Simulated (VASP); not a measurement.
Au, 1 atom in the cell. The structure is cubic, space group Im-3m (No. 229). Conventional cell: a = 3.315 Å, b = 3.315 Å, c = 3.315 Å, α = 90.00°, β = 90.00°, γ = 90.00°. Au (site symmetry m-3m) has 14 Au at 2.87 to 3.31 Å within 3.8 Å. 

| Property | Result |
| --- | --- |
| Program | VASP 6.6.1 |
| Task | single point |
| Functional | PBE |
| Potentials or basis | VASP PAW PBE potentials, release 64 (Au) |
| Cutoff | 520 eV |
| k mesh | 10 × 10 × 10 |
| Occupations | methfessel-paxton, width 0.05 eV |
| Spin | no spin polarisation |
| Dipole correction | no |
| Further INCAR settings | ALGO = Normal; EDIFF = 1e-06; NBANDS = 12 |

Potentials or basis: VASP PAW PBE potentials, release 64 (Au).

Run with:

```sh
$ cat potpaw_PBE.64/Au/POTCAR > POTCAR
$ mpirun -np 1 vasp_std > vasp.out
```

Hardware: 1 thread of Intel(R) Xeon(R) Platinum 8375C CPU @ 2.90GHz (Ice Lake), with other jobs on the host.

Task: How long does it take, and how much memory?

Result: Wall time 9 s on 1 thread of Intel(R) Xeon(R) Platinum 8375C CPU @ 2.90GHz (Ice Lake), with other jobs on the host, peak memory 0.14 GiB. Counts: scf iterations 11, k points 47.
